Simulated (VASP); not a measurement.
HfO2 (fluorite type): relaxation of cell and atoms with PBE

HfO2 (fluorite type):

```
Hf O
1.0
     0.00000    2.26698    2.26698
     2.26698    0.00000    2.26698
     2.26698    2.26698    0.00000
Hf O
1 2
Cartesian
  0.0000 0.0000 0.0000
  1.1335 1.1335 1.1335
  3.4005 3.4005 3.4005
```

| Item | Value |
| --- | --- |
| Program | VASP 6.6.1 |
| Task | relaxation of cell and atoms |
| Functional | PBE |
| Potentials or basis | VASP PAW PBE potentials, release 64 (Hf_pv, O) |
| Cutoff | 600 eV |
| k mesh | 12 × 12 × 12 |
| Occupations | fermi-dirac, width 0.05 eV |
| Spin | no spin polarisation |
| Target pressure | 180 GPa |
| Dipole correction | no |
| Further INCAR settings | ALGO = Normal; EDIFF = 1e-07; IBRION = 2; EDIFFG = -0.005; NSW = 32; ISIF = 3 |

The relaxed volume is 7.70 Å³/atom and the relaxed cell is a = 3.197 Å, b = 3.197 Å, c = 3.197 Å, α = 60.00°, β = 60.00°, γ = 60.00°. The space group after relaxing (to 0.05 Å) is Fm-3m (No. 225). The energy change on relaxing (the enthalpy is what falls) is +69.0 meV/atom. The ionic steps are 4. The pressure after relaxing is 180.0 GPa. The band gap on the k mesh is 4.50 eV, indirect (least direct gap 4.72 eV).

Step by step:
```tsv
step	energy change (eV)	largest force (eV/Å)	pressure (GPa)	volume (Å³)
1	0.0000	0.0000	172.81	23.30
2	1.4141	0.0000	221.21	22.15
3	0.2029	0.0000	179.86	23.12
4	0.2071	0.0000	180.00	23.11
```

Final structure:
```
Hf O
1.0
     0.00000    2.26087    2.26087
     2.26087    0.00000    2.26087
     2.26087    2.26087    0.00000
Hf O
1 2
Direct
  0.00000 0.00000 0.00000
  0.25000 0.25000 0.25000
  0.75000 0.75000 0.75000
```

Levels at points of the mesh, in eV from the valence-band top:
```csv
k point,band 9,band 10,band 11,band 12,band 13,band 14
"(0.00, 0.00, 0.00)",-0.80,-0.80,-0.80,4.50,4.50,8.59
"(0.50, 0.00, 0.00)",-3.47,-2.11,-2.11,5.80,5.80,10.11
"(0.50, 0.50, 0.00)",-2.25,-2.25,0.00,4.72,7.39,10.39
```

It took 46 s on 1 thread of Intel(R) Xeon(R) 6975P-C (Granite Rapids) (shared host), peak memory 0.19 GiB.

Caveat: the cell is relaxed towards a set pressure, so the enthalpy falls and the energy may rise; spin-orbit coupling is left out, which moves the levels of the heavy elements. A k mesh can miss the band edges.
